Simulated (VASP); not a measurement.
# Nb3Te8Mo: single point with PBE

Nb3Te8Mo:

```
CELL_PARAMETERS angstrom
3.64597 0.00000 0.00000
-1.82299 3.15750 0.00000
0.00000 0.00000 29.92668
ATOMIC_POSITIONS crystal
Nb 0.00000 0.00000 0.74804
Nb 0.00000 0.00000 0.25196
Nb 0.00000 0.00000 0.50000
Te 0.66667 0.33333 0.94007
Te 0.66667 0.33333 0.18967
Te 0.66667 0.33333 0.43787
Te 0.66667 0.33333 0.68603
Te 0.33333 0.66667 0.81033
Te 0.33333 0.66667 0.05993
Te 0.33333 0.66667 0.31397
Te 0.33333 0.66667 0.56213
Mo 0.00000 0.00000 0.00000
```

```yaml
Program: VASP 6.6.1
Task: single point
Functional: PBE
Potentials_or_basis: VASP PAW PBE potentials, release 64 (Nb_sv, Te, Mo_sv)
Cutoff: 500 eV
k_mesh: 6 × 6 × 1
Occupations: gaussian, width 0.2 eV
Spin: no spin polarisation
```

```json
{
 "Pressure": "-0.1 GPa",
 "Largest force": "0.063 eV/Å",
 "Band gap on the k mesh": "zero (an odd number of electrons rules out a gap without spin polarisation)"
}
```

Forces in eV/Å, atoms in the order of the input:
```
Nb   0.000  0.000  0.063
Nb   0.000  0.000 -0.063
Nb   0.000  0.000  0.000
Te   0.000  0.000 -0.056
Te   0.000  0.000  0.005
Te   0.000  0.000 -0.031
Te   0.000  0.000 -0.055
Te   0.000  0.000 -0.005
Te   0.000  0.000  0.056
Te   0.000  0.000  0.055
Te   0.000  0.000  0.031
Mo   0.000  0.000  0.000
```

Stress tensor (GPa, compression positive):
```
-0.19  0.00  0.00
 0.00 -0.19  0.00
 0.00  0.00  0.22
```

Levels at points of the mesh, in eV from the Fermi level:
| k point | band 47 | band 48 | band 49 | band 50 | band 51 | band 52 | band 53 | band 54 | band 55 | band 56 |
| --- | --- | --- | --- | --- | --- | --- | --- | --- | --- | --- |
| (0.00, 0.00, 0.00) | 0.06 | 0.06 | 0.06 | 0.07 | 0.07 | 0.12 | 0.84 | 0.84 | 1.08 | 1.08 |
| (0.50, 0.00, 0.00) | -1.04 | -0.98 | -0.95 | -0.68 | -0.62 | -0.55 | 0.29 | 0.83 | 1.54 | 1.54 |

It took 9.8 min on 1 thread of Intel(R) Xeon(R) Platinum 8259CL CPU @ 2.50GHz (Skylake/Cascade Lake) (shared host), peak memory 0.5 GiB.

Caveat: spin-orbit coupling is left out, which moves the levels of the heavy elements; this functional lacks dispersion, which binds layers or chains, so the pressure and a relaxed spacing across them are unreliable.
